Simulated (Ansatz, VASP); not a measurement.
One calculation of SiC, two programs

```
CELL_PARAMETERS angstrom
0.00000 2.16449 2.16449
2.16449 0.00000 2.16449
2.16449 2.16449 0.00000
ATOMIC_POSITIONS crystal
Si 0.00000 0.00000 0.00000
C 0.25000 0.25000 0.25000
```

Alike in both runs: functional LDA; k mesh 10 × 10 × 10; no spin polarisation.

Ansatz relaxed the structure, and its values are those at the end. VASP's run is a single point on that final structure, the one shown.

|  | VASP | Ansatz |
| --- | --- | --- |
| version | VASP 6.6.1 | Ansatz 0.2.0 |
| potentials or method | VASP PAW LDA potentials, release 64 (Si, C), cutoff 520 eV | scalar-relativistic, plane waves, PAW |
| occupations | gaussian, width 0.01 eV | fixed |
| valence electrons in the cell | 8 | 8 |

```tsv
	VASP	Ansatz	Ansatz less VASP
gap on the k mesh at the Fermi level (eV)	1.29	1.30	+0.013
least direct gap on the mesh (eV)	4.52	4.53	+0.013
pressure (GPa)	0.4	0.0	-0.42
```

LDA's correlation is that of Perdew and Zunger in VASP and of Perdew and Wang (1992) in Ansatz.
